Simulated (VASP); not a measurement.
Ti, 1 atom in the cell. The structure is cubic, space group Im-3m (No. 229). The conventional cell has a = 3.440 Å, b = 3.440 Å, c = 3.440 Å, α = 90.00°, β = 90.00°, γ = 90.00°. Within 3.9 Å of Ti (site symmetry m-3m) lie 14 Ti at 2.98 to 3.44 Å. This isn't the form of Ti at room conditions, which is hcp.

```yaml
Program: VASP 6.6.1
Task: single point
Functional: PBE
Potentials_or_basis: VASP PAW PBE potentials, release 64 (Ti_sv)
Cutoff: 520 eV
k_mesh: 22 × 22 × 22
Occupations: gaussian, width 0.15 eV
Spin: collinear spin
Starting_moments: "[0.9] μB"
Fixed_moment: 0.9 μB
Dipole_correction: no
Further_INCAR_settings: ALGO = Normal; EDIFF = 1e-06; NBANDS = 16
```

Potentials or basis: VASP PAW PBE potentials, release 64 (Ti_sv).

Command:

```bash
$ cat potpaw_PBE.64/Ti_sv/POTCAR > POTCAR
$ mpirun -np 1 vasp_std > vasp.out
```

Hardware: 1 thread of Intel(R) Xeon(R) Platinum 8488C (Sapphire Rapids), with other jobs on the host.

How long does it take, and how much memory?

It took 79 s on 1 thread of Intel(R) Xeon(R) Platinum 8488C (Sapphire Rapids), with other jobs on the host, peak memory 0.26 GiB. Counts: scf iterations 13, k points 328.
